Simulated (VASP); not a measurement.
SrAsO3, 5 atoms in the cell. The structure is cubic, space group Pm-3m (No. 221). Conventional cell: a = 3.975 Å, b = 3.975 Å, c = 3.975 Å, α = 90.00°, β = 90.00°, γ = 90.00°. Within 3.7 Å of Sr (site symmetry m-3m) lie 12 O at 2.81 Å and 8 As at 3.44 Å. As (site symmetry m-3m) has 6 O at 1.99 Å within 2.6 Å. Within 2.6 Å of O (site symmetry 4/mmm) lie 2 As at 1.99 Å. 

* Program: VASP 6.6.1
* Task: single point
* Functional: LDA
* Potentials or basis: VASP PAW LDA potentials, release 64 (Sr_sv, As, O)
* Cutoff: 520 eV
* k mesh: 6 × 6 × 6
* Occupations: methfessel-paxton, width 0.1 eV
* Spin: no spin polarisation
* Dipole correction: no
* Further INCAR settings: ALGO = Normal; EDIFF = 1e-06; NBANDS = 24

Potentials or basis: VASP PAW LDA potentials, release 64 (Sr_sv, As, O).

The run is started by

```sh
$ cat potpaw_LDA.64/Sr_sv/POTCAR potpaw_LDA.64/As/POTCAR potpaw_LDA.64/O/POTCAR > POTCAR
$ mpirun -np 1 vasp_std > vasp.out
```

Hardware: 1 thread of Intel(R) Xeon(R) 6975P-C (Granite Rapids), with other jobs on the host.

Q: How long does it take, and how much memory?

A: Wall time 13 s on 1 thread of Intel(R) Xeon(R) 6975P-C (Granite Rapids) (shared host), peak memory 0.16 GiB. Counts: scf iterations 13, k points 20.
